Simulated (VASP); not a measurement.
The system is RbZn.

```xyz
2
Lattice="0.0000 3.1340 3.1340 3.1340 0.0000 3.1340 3.1340 3.1340 0.0000" Properties=species:S:1:pos:R:3 pbc="T T T"
Rb    0.0000    0.0000    0.0000
Zn    4.7010    4.7010    4.7010
```

```yaml
Program: VASP 6.6.1
Task: relaxation of cell and atoms
Functional: PBE
Potentials_or_basis: VASP PAW PBE potentials, release 64 (Rb_sv, Zn)
Cutoff: 600 eV
k_mesh: 6 × 6 × 6
Occupations: gaussian, width 0.1 eV
Spin: no spin polarisation
```

At the start: pressure 16.0 GPa; volume 30.78 Å³/atom.

Problem. How do energy, volume and symmetry change on relaxing?

Solution. Over 5 steps the energy falls by 943.8 meV/atom and the volume is 70.78 Å³/atom (+130.0 %); space group F-43m (No. 216, to 0.05 Å).

The path:
| step | energy change (eV) | largest force (eV/Å) | pressure (GPa) | volume (Å³) |
| --- | --- | --- | --- | --- |
| 1 | 0.0000 | 0.0000 | 15.96 | 61.56 |
| 2 | -1.5716 | 0.0000 | 3.28 | 93.12 |
| 3 | -1.8027 | 0.0000 | 1.27 | 110.35 |
| 4 | -1.8775 | 0.0000 | -0.25 | 150.94 |
| 5 | -1.8876 | 0.0000 | -0.09 | 141.57 |

Final structure:
```
Rb Zn
1.0
     0.00000    4.13661    4.13661
     4.13661    0.00000    4.13661
     4.13661    4.13661    0.00000
Rb Zn
1 1
Direct
  0.00000 0.00000 0.00000
  0.75000 0.75000 0.75000
```

Caveat: the volume moved by over 15 % at a fixed basis, so the end points are rough.
